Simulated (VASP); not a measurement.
# Ga2O3 (C2/m) in VASP: notebook

Runs on Ga2O3. Level: PBE. Tasks: single point.

All numbers are computed with VASP 6.6.1; they aren't measurements. Logs are shortened: lines on timing, memory, paths and dates and some standing lists are left out, and cuts for length are marked.

### 1 The cell of the first run

The structure is monoclinic, space group C2/m (No. 12). The conventional cell has a = 12.455 Å, b = 3.084 Å, c = 5.601 Å, α = 90.00°, β = 104.40°, γ = 90.00°. Ga (site symmetry m) has 4 O at 1.77 to 1.86 Å within 2.4 Å. Within 2.6 Å of Ga (site symmetry m) lie 6 O at 1.93 to 2.06 Å. O (site symmetry m) has 3 Ga at 1.77 to 1.93 Å within 2.4 Å. Within 2.7 Å of O (site symmetry m) lie 4 Ga at 1.85 to 2.06 Å and 3 O at 2.52 to 2.68 Å. O (site symmetry m) has 3 Ga at 1.86 to 1.97 Å within 2.5 Å.

### 2 Single point, PBE (strain +0.000 along x and y, -0.050 along z)

File INCAR:

```
PREC = Accurate
ENCUT = 600
EDIFF = 1E-6
ISMEAR = 0
SIGMA = 0.05
LREAL = False
LASPH = True
NELM = 120
ALGO = Normal
ISIF = 2
LWAVE = False
LCHARG = False
GGA = PE
NBANDS = 55
GGA_COMPAT = False
KPAR = 4
```

File KPOINTS:

```
Automatic mesh
0
Gamma
  10 10 6
```

File POSCAR:

```
Ga2O3
1.0
    6.2274305652     -1.5417565232      0.0109178190
    6.2274305652      1.5417565232      0.0109178190
   -1.4027234639      0.0000000000      5.4223094842
Ga O
4 6
Direct
    0.0899134338      0.0899134338      0.7947233214
    0.9100865662      0.9100865662      0.2052766786
    0.6585007298      0.6585007298      0.3141978958
    0.3414992702      0.3414992702      0.6858021042
    0.1634883771      0.1634883771      0.1092060624
    0.8365116229      0.8365116229      0.8907939376
    0.1737013129      0.1737013129      0.5643594349
    0.8262986871      0.8262986871      0.4356405651
    0.4960195696      0.4960195696      0.2566813611
    0.5039804304      0.5039804304      0.7433186389
```

Potentials or basis: VASP PAW PBE potentials, release 64 (Ga_d, O).

On the command line:

```
cat potpaw_PBE.64/Ga_d/POTCAR potpaw_PBE.64/O/POTCAR > POTCAR
mpirun -np 4 vasp_std > vasp.out
```

OUTCAR:

```text
PREC = Accurate
   ENCUT = 600
   EDIFF = 1E-6
   ISMEAR = 0
   LREAL = False
   LASPH = True
   NELM = 120
   ISIF = 2
   GGA = PE

 ion  position               nearest neighbor table
   1  0.090  0.090  0.795-   5 1.77   7 1.85  10 1.86  10 1.86
   2  0.910  0.910  0.205-   6 1.77   8 1.85   9 1.86   9 1.86
   3  0.659  0.659  0.314-   5 1.93   5 1.93   9 1.97   8 2.03   7 2.06   7 2.06
   4  0.341  0.341  0.686-   6 1.93   6 1.93  10 1.97   7 2.03   8 2.06   8 2.06
   5  0.163  0.163  0.109-   1 1.77   3 1.93   3 1.93
   6  0.837  0.837  0.891-   2 1.77   4 1.93   4 1.93
   7  0.174  0.174  0.564-   1 1.85   4 2.03   3 2.06   3 2.06
   8  0.826  0.826  0.436-   2 1.85   3 2.03   4 2.06   4 2.06
   9  0.496  0.496  0.257-   2 1.86   2 1.86   3 1.97
  10  0.504  0.504  0.743-   1 1.86   1 1.86   4 1.97

  LATTYP: Found a base centered monoclinic cell.
 ALAT       =    12.4548802713
 B/A-ratio  =     0.2475746839
 C/A-ratio  =     0.4496879883
 COS(beta)  =    -0.2487524151

  Lattice vectors:

 A1 = (   6.2274305652,  -1.5417565232,   0.0109178190)
 A2 = (   6.2274305652,   1.5417565232,   0.0109178190)
 A3 = (  -1.4027234639,   0.0000000000,   5.4223094842)

Analysis of symmetry for initial positions (statically):
=====================================================================
 Subroutine PRICEL returns:
 Original cell was already a primitive cell.

 Routine SETGRP: Setting up the symmetry group for a
 base centered monoclinic supercell.

 Subroutine GETGRP returns: Found  4 space group operations
 (whereof  4 operations were pure point group operations)
 out of a pool of  4 trial point group operations.

The static configuration has the point symmetry C_2h.

Analysis of symmetry for dynamics (positions and initial velocities):
=====================================================================
 Subroutine PRICEL returns:
 Original cell was already a primitive cell.

 Routine SETGRP: Setting up the symmetry group for a
 base centered monoclinic supercell.

 Subroutine GETGRP returns: Found  4 space group operations
 (whereof  4 operations were pure point group operations)
 out of a pool of  4 trial point group operations.

The dynamic configuration has the point symmetry C_2h.

 Subroutine INISYM returns: Found  4 space group operations
 (whereof  4 operations are pure point group operations),
 and found     1 'primitive' translations

----------------------------------------------------------------------------------------

                                     Primitive cell

  volume of cell :     104.1684

  direct lattice vectors                    reciprocal lattice vectors
     6.227430565 -1.541756523  0.010917819     0.080253538 -0.324305422  0.020761176
     6.227430565  1.541756523  0.010917819     0.080253538  0.324305422  0.020761176
    -1.402723464  0.000000000  5.422309484    -0.000323181  0.000000000  0.184339656

  length of vectors
     6.415451958  6.415451958  5.600810054     0.334732227  0.334732227  0.184339940

  position of ions in fractional coordinates (direct lattice)
     0.089913434  0.089913434  0.794723321
     0.910086566  0.910086566  0.205276679
     0.658500730  0.658500730  0.314197896
     0.341499270  0.341499270  0.685802104
     0.163488377  0.163488377  0.109206062
     0.836511623  0.836511623  0.890793938
     0.173701313  0.173701313  0.564359435
     0.826298687  0.826298687  0.435640565
     0.496019570  0.496019570  0.256681361
     0.503980430  0.503980430  0.743318639

  ion indices of the primitive-cell ions
   primitive index   ion index
                 1           1
                 2           2
                 3           3
                 4           4
                 5           5
                 6           6
                 7           7
                 8           8
                 9           9
                10          10

----------------------------------------------------------------------------------------

 KPOINTS: Automatic mesh

Automatic generation of k-mesh.
 Grid dimensions read from file:
 generate k-points for:   10   10    6

 Generating k-lattice:

  Cartesian coordinates                     Fractional coordinates (reciprocal lattice)
     0.008025354 -0.032430542  0.002076118     0.100000000 -0.000000000 -0.000000000
     0.008025354  0.032430542  0.002076118    -0.000000000  0.100000000 -0.000000000
    -0.000053863  0.000000000  0.030723276     0.000000000  0.000000000  0.166666667

  Length of vectors
     0.033473223  0.033473223  0.030723323

  Shift w.r.t. Gamma in fractional coordinates (k-lattice)
     0.000000000  0.000000000  0.000000000

 Subroutine IBZKPT returns following result:
 ===========================================

 Found    172 irreducible k-points:

 Following reciprocal coordinates:
            Coordinates               Weight
  0.000000  0.000000  0.000000      1.000000
  0.100000  0.000000  0.000000      4.000000
  0.200000  0.000000  0.000000      4.000000
  0.300000  0.000000  0.000000      4.000000
  0.400000 -0.000000  0.000000      4.000000
  0.500000 -0.000000 -0.000000      2.000000
[... 16 lines left out ...]
  0.300000  0.300000 -0.000000      2.000000
  0.400000  0.300000 -0.000000      4.000000
 [... further k-points ...]
   k-points           NKPTS =    172   k-points in BZ     NKDIM =    172   number of bands    NBANDS=     55
   number of dos      NEDOS =    301   number of ions     NIONS =     10
   total plane-waves  NPLWV = 139968
   dimension x,y,z NGX =    54 NGY =   54 NGZ =   48
   dimension x,y,z NGXF=   108 NGYF=  108 NGZF=   96
   ions per type =               4   6
   NGX,Y,Z   is equivalent  to a cutoff of  13.99, 13.99, 14.25 a.u.
   NGXF,Y,Z  is equivalent  to a cutoff of  27.99, 27.99, 28.50 a.u.
 SYSTEM =  unknown system
   PREC   = accura    normal or accurate (medium, high low for compatibility)
   ISTART =      0    job   : 0-new  1-cont  2-samecut
   ICHARG =      2    charge: 1-file 2-atom 10-const
   ISPIN  =      1    spin polarized calculation?
   LNONCOLLINEAR =      F non collinear calculations
   LSORBIT =      F    spin-orbit coupling
   LASPH  =      T    aspherical Exc in radial PAW
   ENCUT  =  600.0 eV  44.10 Ry    6.64 a.u.  12.81 12.81 11.19*2*pi/ulx,y,z
   NELM   =    120;   NELMIN=  2; NELMDL= -5     # of ELM steps
   EDIFF  = 0.1E-05   stopping-criterion for ELM
   LREAL  =      F    real-space projection
   EDIFFG = 0.1E-04   stopping-criterion for IOM
   NSW    =      0    number of steps for IOM
   IBRION =     -1    ionic relax: 0-MD 1-quasi-New 2-CG
   NFREE  =      0    steps in history (QN), initial steepest desc. (CG)
   ISIF   =      2    stress and relaxation
   ISYM   =      2    0-nonsym 1-usesym 2-fastsym
   POTIM  = 0.5000    time-step for ionic-motion
   TEBEG  =    0.0;   TEEND  =   0.0 temperature during run
   PSTRESS=    0.0 pullay stress
   NELECT =      88.0000    total number of electrons
   NUPDOWN=      -1.0000    fix difference up-down
   EMIN   =  10.00;   EMAX   =-10.00  energy-range for DOS
   EFERMI =   0.00;   METHOD = LEGACY
   ISMEAR =     0;   SIGMA  =   0.05  broadening in eV -4-tet -1-fermi 0-gaus
   EFERMI_NEDOS =   21; number of points for ismear=-14 and -15
   IALGO  =     38    algorithm
   IMIX   =      4    mixing-type and parameters
     AMIX     =   0.40;   BMIX     =  1.00
     AMIX_MAG =   1.60;   BMIX_MAG =  1.00
  volume/ion in A,a.u.               =      10.42        70.30
  Fermi-wavevector in a.u.,A,eV,Ry     =   1.547594  2.924529 32.586602  2.395048
  Thomas-Fermi vector in A             =   2.652665
   LORBIT       =      0    0 simple, 1 ext, 2 COOP (PROOUT), +10 PAW based schemes
   GGA     = PE    functional components
   LHFCALC =     F    Hartree Fock is set to
   AEXX    =    0.0000 exact exchange contribution
   IVDW    =     0    specifies the selected vdW correction
   LEPSILON=     F    determine dielectric tensor
   LRPA    =     F    only Hartree local field effects (RPA)
 non-spin polarized calculation
 Gauss-broadening in eV      SIGMA  =   0.05
  energy-cutoff  :      600.00
  volume of cell :      104.17
 maximum number of plane-waves:      3496
 NGX is ok and might be reduce to    54
   NGX = 25   NGY = 25   NGZ = 23

 number of electron      88.0000009 magnetization

 Free energy of the ion-electron system (eV)
  ---------------------------------------------------
  ext. energy  EPLUGINS =         0.00000000
  ---------------------------------------------------
  free energy    TOTEN  =       -59.30194356 eV

  energy without entropy =      -59.30194356  energy(sigma->0) =      -59.30194356

 E-fermi :   4.5340     XC(G=0): -11.6550

 val. band max:        4.2341397818   @ k =  -0.1000   0.1000   0.0000
 cond. band min:       6.3591455129   @ k =   0.0000   0.0000   0.0000
 fundamental gap:      2.1250057311
 Fermi energy:         4.5340033695

 k-point     1 :       0.0000    0.0000    0.0000
  band No.  band energies     occupation
      1     -15.0627      2.00000
      2     -13.9663      2.00000
      3     -13.6506      2.00000
      4     -13.4861      2.00000
      5     -13.3703      2.00000
      6     -13.3405      2.00000
[... 47 lines left out ...]
     54      16.1760      0.00000
     55      16.3097      0.00000

 k-point     2 :       0.1000    0.0000    0.0000
  band No.  band energies     occupation
      1     -14.9862      2.00000
      2     -13.9452      2.00000
      3     -13.6212      2.00000
      4     -13.4644      2.00000
      5     -13.3755      2.00000
      6     -13.3397      2.00000
[... 47 lines left out ...]
     54      15.6087      0.00000
     55      15.7775      0.00000

 k-point     3 :       0.2000    0.0000    0.0000
  band No.  band energies     occupation
      1     -14.7701      2.00000
      2     -13.8846      2.00000
      3     -13.5562      2.00000
      4     -13.4280      2.00000
      5     -13.3908      2.00000
      6     -13.3173      2.00000
[... 1152 lines left out ...]
 k-point    23 :       0.3000    0.3000   -0.0000
  band No.  band energies     occupation
      1     -14.9269      2.00000
      2     -14.2727      2.00000
      3     -13.5189      2.00000
      4     -13.4685      2.00000
      5     -13.3689      2.00000
      6     -13.3437      2.00000
[... 47 lines left out ...]
     54      16.1758      0.00000
     55      16.1798      0.00000

 k-point    24 :       0.4000    0.3000   -0.0000
  band No.  band energies     occupation
      1     -14.8180      2.00000
      2     -14.2867      2.00000
      3     -13.4903      2.00000
      4     -13.4472      2.00000
      5     -13.3764      2.00000
      6     -13.3402      2.00000
[... 47 lines left out ...]
     54      15.2292      0.00000
     55      16.4109      0.00000

 [... further k-points ...]

------------------------ aborting loop because EDIFF is reached ----------------------------------------

  FORCE on cell =-STRESS in cart. coord.  units (eV):
  Direction    XX          YY          ZZ          XY          YZ          ZX
  --------------------------------------------------------------------------------------
  -------------------------------------------------------------------------------------
  Total        3.7996283      2.8889773     14.9015215      0.0000000      0.0000000      0.2120768
  in kB       58.4407500     44.4343463    229.1950777      0.0000000      0.0000000      3.2618792
  external PRESSURE =     110.6900580 kB  Pullay stress =       0.0000000 kB

 VOLUME and BASIS-vectors are now :
 -----------------------------------------------------------------------------
  energy-cutoff  :      600.00
  volume of cell :      104.17
      direct lattice vectors                 reciprocal lattice vectors
     6.227430565 -1.541756523  0.010917819     0.080253538 -0.324305422  0.020761176
     6.227430565  1.541756523  0.010917819     0.080253538  0.324305422  0.020761176
    -1.402723464  0.000000000  5.422309484    -0.000323181  0.000000000  0.184339656

 POSITION                                       TOTAL-FORCE (eV/Angst)
 -----------------------------------------------------------------------------------
      0.00508      0.00000      4.31120        -0.724692      0.000000     -1.046339
     11.04706      0.00000      1.13295         0.724692      0.000000      1.046339
      7.76080      0.00000      1.71806        -0.309602      0.000000      0.111488
      3.29134      0.00000      3.72609         0.309602      0.000000     -0.111488
      1.88304      0.00000      0.59572         0.545886      0.000000      0.690212
      9.16910      0.00000      4.84843        -0.545886      0.000000     -0.690212
      1.37179      0.00000      3.06392         0.209192      0.000000      0.015018
      9.68035      0.00000      2.38022        -0.209192      0.000000     -0.015018
      5.81780      0.00000      1.40264         0.145189      0.000000     -0.014220
      5.23434      0.00000      4.04151        -0.145189      0.000000      0.014220
 -----------------------------------------------------------------------------------
    total drift:                                0.000000      0.000000     -0.000000

  FREE ENERGIE OF THE ION-ELECTRON SYSTEM (eV)
  ---------------------------------------------------
  free  energy   TOTEN  =       -59.3019435641 eV

  energy  without entropy=      -59.3019435641  energy(sigma->0) =      -59.30194356
```

Wall time 7.2 min (4 MPI ranks of Intel Xeon Platinum 8488C (Sapphire Rapids), shared host); peak memory 0.98 GiB.

Results:

```
Free energy            : -59.3019 eV
Pressure               : 11.1 GPa
Largest force          : 1.273 eV/Å
Band gap on the k mesh : 2.12 eV
```

Forces in eV/Å, atoms in the order of the input:
```
Ga  -0.725  0.000 -1.046
Ga   0.725  0.000  1.046
Ga  -0.310  0.000  0.111
Ga   0.310  0.000 -0.111
O    0.546  0.000  0.690
O   -0.546  0.000 -0.690
O    0.209  0.000  0.015
O   -0.209  0.000 -0.015
O    0.145  0.000 -0.014
O   -0.145  0.000  0.014
```

Caveat: the cell differs from its parent crystal (strain +0.000 along x and y, -0.050 along z); the stress differs along the axes, from 4 to 23 GPa; forces of over 1 eV/Å act on the atoms, so gaps and moduli don't describe the material at rest. A k mesh can miss the band edges.

### 3 Single point, PBE (strain +0.025 along x and y, +0.000 along z)

File INCAR:

```
PREC = Accurate
ENCUT = 600
EDIFF = 1E-6
ISMEAR = 0
SIGMA = 0.05
LREAL = F
LASPH = T
NELM = 120
ALGO = Normal
ISIF = 2
LWAVE = F
LCHARG = T
GGA = PE
LVHAR = T
NBANDS = 55
GGA_COMPAT = F
KPAR = 4
```

KPOINTS is that of step 2.

POSCAR: that of step 2 with these lines changed.

```diff
@@ -2,5 +2,5 @@
 1.0
-    6.2274305652     -1.5417565232      0.0109178190
-    6.2274305652      1.5417565232      0.0109178190
-   -1.4027234639      0.0000000000      5.4223094842
+    6.3831163293     -1.5803004363      0.0114924410
+    6.3831163293      1.5803004363      0.0114924410
+   -1.4377915505      0.0000000000      5.7076941939
 Ga O
```

Potentials or basis: VASP PAW PBE potentials, release 64 (Ga_d, O).

On the command line:

```
cat potpaw_PBE.64/Ga_d/POTCAR potpaw_PBE.64/O/POTCAR > POTCAR
mpirun -np 4 vasp_std > vasp.out
```

Wall time 11 min (4 MPI ranks of Intel Xeon Platinum 8259CL at 2.50GHz (Skylake/Cascade Lake), shared host); peak memory 1.1 GiB.

The run converged. Its results:

```yaml
Free_energy: -59.5357 eV
Pressure: -7.6 GPa
Largest_force: 0.487 eV/Å
Band_gap_on_the_k_mesh: 1.46 eV
```

Forces on the atoms (eV/Å):
```
Ga  -0.403  0.000 -0.274
Ga   0.403  0.000  0.274
Ga  -0.135  0.000 -0.070
Ga   0.135  0.000  0.070
O   -0.126  0.000  0.159
O    0.126  0.000 -0.159
O    0.103  0.000  0.060
O   -0.103  0.000 -0.060
O   -0.215  0.000 -0.107
O    0.215  0.000  0.107
```

Stress tensor (GPa, compression positive):
```
 -8.62   0.00  -0.05
  0.00 -11.00   0.00
 -0.05   0.00  -3.05
```

Levels at points of the mesh, in eV from the valence-band top:
| k point | band 42 | band 43 | band 44 | band 45 | band 46 | band 47 |
| --- | --- | --- | --- | --- | --- | --- |
| (0.00, 0.00, 0.00) | -0.58 | -0.43 | 0.00 | 1.46 | 4.89 | 5.54 |
| (0.50, 0.00, 0.00) | -0.78 | -0.63 | -0.02 | 4.87 | 5.69 | 6.31 |
| (0.50, 0.50, 0.00) | -0.89 | -0.59 | -0.08 | 3.65 | 3.86 | 5.10 |
| (0.00, 0.00, 0.50) | -0.75 | -0.64 | -0.45 | 3.75 | 4.04 | 5.64 |
| (0.50, 0.00, 0.50) | -1.03 | -0.81 | -0.63 | 5.86 | 5.94 | 6.96 |
| (0.50, 0.50, 0.50) | -0.78 | -0.66 | -0.11 | 4.14 | 4.45 | 5.21 |

Caveat: the cell differs from its parent crystal (strain +0.025 along x and y, +0.000 along z); the stress differs along the axes, from -11 to -3 GPa. A k mesh can miss the band edges.

[end of part 1 of 2]
